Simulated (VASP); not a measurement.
Input of a VASP 6.6.1 run:

INCAR

```
SYSTEM = MgO
  ALGO = Normal
  DIPOL = 0.5 0.5 0.499
  EDIFF = 1E-7
  ENCUT = 520
  GGA = PE
  IDIPOL = 3
  ISIF = 2
  ISMEAR = 0
  IVDW = 12
  LASPH = .True.
  LCHARG = .False.
  LDIPOL = .True.
  LREAL = Auto
  LWAVE = .False.
  NBANDS = 66
  NELM = 60
  PREC = Accurate
  SIGMA = 0.05
```

The input KPOINTS:

```
k-points
0
Gamma
  3 3 1
  0 0 0
```

Contents of POSCAR:

```
MgO
1.0
    5.9506164676      0.0000000000      0.0000000000
   -2.9753082338      5.1533850291      0.0000000000
    0.0000000000      0.0000000000     22.0733225003
O Mg
12 12
Direct
    0.1666666667      0.3333333333      0.3624284473
    0.1666666667      0.8333333333      0.3624284473
    0.6666666667      0.3333333333      0.3624284473
    0.6666666667      0.8333333333      0.3624284473
    0.5000000000      0.5000000000      0.4724856895
    0.5000000000      0.0000000000      0.4724856895
    0.0000000000      0.5000000000      0.4724856895
    0.0000000000      0.0000000000      0.4724856895
    0.8333333333      0.6666666667      0.5848026628
    0.8333333333      0.1666666667      0.5848026628
    0.3333333333      0.6666666667      0.5848026628
    0.3333333333      0.1666666667      0.5848026628
    0.3333333333      0.1666666667      0.4174570684
    0.3333333333      0.6666666667      0.4174570684
    0.8333333333      0.1666666667      0.4174570684
    0.8333333333      0.6666666667      0.4174570684
    0.6666666667      0.3333333333      0.5232112025
    0.6666666667      0.8333333333      0.5232112025
    0.1666666667      0.3333333333      0.5232112025
    0.1666666667      0.8333333333      0.5232112025
    0.0000000000      0.5000000000      0.6362169732
    0.0000000000      0.0000000000      0.6362169732
    0.5000000000      0.5000000000      0.6362169732
    0.5000000000      0.0000000000      0.6362169732
```

Potentials or basis: VASP PAW PBE potentials, release 64 (O, Mg).

Command:

```sh
$ cat potpaw_PBE.64/O/POTCAR potpaw_PBE.64/Mg/POTCAR > POTCAR
$ mpirun -np 1 vasp_std > vasp.out
```

Task: What does it give for the largest force?

Result: 2.721 eV/Å.

Task: Predict the dispersion energy per atom.

Result: -0.208 eV.

Task: Estimate the band gap on the k mesh.

Result: Zero (band 48 reaches -2.63 eV, above the bottom of band 49 at -3.12 eV).

Forces in eV/Å, atoms in the order of the input:
```
O    0.000  0.000  1.310
O    0.000  0.000  1.310
O    0.000  0.000  1.310
O    0.000  0.000  1.310
O    0.000  0.000  1.425
O    0.000  0.000  1.425
O    0.000  0.000  1.425
O    0.000  0.000  1.425
O    0.000  0.000 -0.044
O    0.000  0.000 -0.044
O    0.000  0.000 -0.044
O    0.000  0.000 -0.044
Mg   0.000  0.000 -2.721
Mg   0.000  0.000 -2.721
Mg   0.000  0.000 -2.721
Mg   0.000  0.000 -2.721
Mg   0.000  0.000  0.047
Mg   0.000  0.000  0.047
Mg   0.000  0.000  0.047
Mg   0.000  0.000  0.047
Mg   0.000  0.000 -0.017
Mg   0.000  0.000 -0.017
Mg   0.000  0.000 -0.017
Mg   0.000  0.000 -0.017
```

Caveat: the k points lie up to 0.41 Å⁻¹ apart.
